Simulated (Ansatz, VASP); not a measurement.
Zn: VASP beside Ansatz

Contents of INCAR:

```
SYSTEM = Zn
PREC     = Accurate       ! precision mode
ENCUT    = 520            ! plane-wave cutoff, eV
EDIFF    = 1E-6           ! SCF threshold, eV
ISMEAR   = -1             ! smearing method
SIGMA    = 0.1            ! smearing width, eV
LREAL    = .FALSE.        ! projectors in reciprocal space
LASPH    = .TRUE.         ! aspherical terms in the spheres
NELM     = 100            ! most SCF steps
ALGO     = Normal         ! electronic algorithm
ISIF     = 2              ! what is computed and relaxed
LWAVE    = .FALSE.        ! write WAVECAR
LCHARG   = .FALSE.        ! write CHGCAR
GGA      = B5             ! functional
ALDAX    = 1.0          
AGGAX    = 1.0          
AGGAC    = 1.0          
ALDAC    = 0.0          
NBANDS   = 19             ! bands
```

Contents of KPOINTS:

```
regular mesh
0
G
  10 10 10
  0 0 0
```

The input POSCAR:

```
Zn
1.0
    0.0000000000      2.9020183770      2.9020183770
    2.9020183770      0.0000000000      2.9020183770
    2.9020183770      2.9020183770      0.0000000000
Zn
2
Direct
    0.1250000000      0.1250000000      0.1250000000
    0.8750000000      0.8750000000      0.8750000000
```

Input for Ansatz:

```yaml
crystal:
  lattice:
    - [0.0, 2.902018377, 2.902018377]
    - [2.902018377, 0.0, 2.902018377]
    - [2.902018377, 2.902018377, 0.0]
  atoms:
    - { symbol: Zn, position: [0.125, 0.125, 0.125] }
    - { symbol: Zn, position: [0.875, 0.875, 0.875] }
hamiltonian:
  xc: blyp
  pseudopotentials:
    kind: paw
    azcp:
      Zn: "pseudopotentials/Zn.paw.azcp"
basis:
  ecutwfc: 420
  fft_grid_basis: typed
kpoints:
  mp_grid: { grid: [10, 10, 10], shift: [0, 0, 0] }
magnetization:
  spin_polarized: false
scf:
  occupations: { method: fermi_dirac, width: 0.1 }
  lower_state_search: "off"
output:
  stress: true
  write_density: true
  write_potential: true
  elf: true
  volumetric_format: npy
```

Alike in both runs: task single point; functional BLYP; k mesh 10 × 10 × 10; occupations fermi-dirac, width 0.1 eV; no spin polarisation.

|  | VASP | Ansatz |
| --- | --- | --- |
| version | VASP 6.6.1 | Ansatz 0.2.0 |
| potentials or method | VASP PAW PBE potentials, release 64 (Zn), cutoff 520 eV | plane waves (420 eV) with PAW, scalar-relativistic |
| valence electrons in the cell | 24 | 24 |

|  | VASP | Ansatz | Ansatz less VASP |
| --- | --- | --- | --- |
| pressure (GPa) | 3.1 | 2.9 | -0.15 |

VASP's potentials were made for PBE, not for BLYP.
